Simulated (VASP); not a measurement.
Here is a VASP 6.6.1 calculation.

File INCAR:

```
  PREC = Accurate
  ENCUT = 520
  EDIFF = 1E-7
  ISMEAR = 0
  SIGMA = 0.1
  LREAL = False
  LASPH = True
  NELM = 60
  ALGO = Fast
  ISIF = 2
  LWAVE = False
  LCHARG = False
  GGA = PE
  NBANDS = 12
```

File KPOINTS:

```
regular mesh
0
Gamma
  20 20 20
```

POSCAR

```
V
1.0
   -1.4694885332      1.4694885332      1.4694885332
    1.4694885332     -1.4694885332      1.4694885332
    1.4694885332      1.4694885332     -1.4694885332
V
1
Direct
    0.0000000000      0.0000000000      0.0000000000
```

Potentials or basis: VASP PAW PBE potentials, release 64 (V_sv).

Launch:

```console
$ cat potpaw_PBE.64/V_sv/POTCAR > POTCAR
$ mpirun -np 1 vasp_std > vasp.out
```

**Question.** Estimate the pressure.

**Answer.** 12.3 GPa.
